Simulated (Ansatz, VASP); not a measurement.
## One calculation of TaN, two programs

```
Ta N
1.0
     3.03980    0.00000    0.00000
    -1.51990    2.63254    0.00000
     0.00000    0.00000    4.92348
Ta N
2 2
Direct
  0.33333 0.66667 0.00000
  0.66667 0.33333 0.50000
  0.33333 0.66667 0.38500
  0.66667 0.33333 0.88500
```

Change from the starting cell: volume scaled by 0.99, crystal datasets.

Alike in both runs: task electric field gradients; functional PBE; k mesh 9 × 9 × 5; occupations fermi-dirac, width 0.01 eV; no spin polarisation.

|  | VASP | Ansatz |
| --- | --- | --- |
| version | VASP 6.6.1 | Ansatz 0.2.0 |
| potentials or method | VASP PAW PBE potentials, release 64 (Ta_pv, N), cutoff 520 eV | all-electron PAW with datasets made for the crystal, scalar-relativistic |

VASP gave:

```
pressure (GPa)                                                : 148.0
traceless stress, the component that is largest in VASP (GPa) : -17.60
rms of the force components (eV/Å)                            : 1.380
size of Vzz on the site where it differs most (V/Å²)          : 124.6
```

**Question.** What did Ansatz give for the same quantities?

**Answer.** Pressure (GPa): 142.3; traceless stress, the component that is largest in VASP (GPa): -16.90; rms of the force components (eV/Å): 1.348; size of Vzz on the site where it differs most (V/Å²): 120.3.

Atom by atom the forces differ by 0.032 eV/Å (rms over components). Both programs put the cell under a high pressure, so it lies far from rest at this level. Ansatz ran all-electron here, and VASP with PAW potentials.

Spin-orbit coupling is off throughout. Noted on VASP's run: the cell as given lies far from equilibrium.
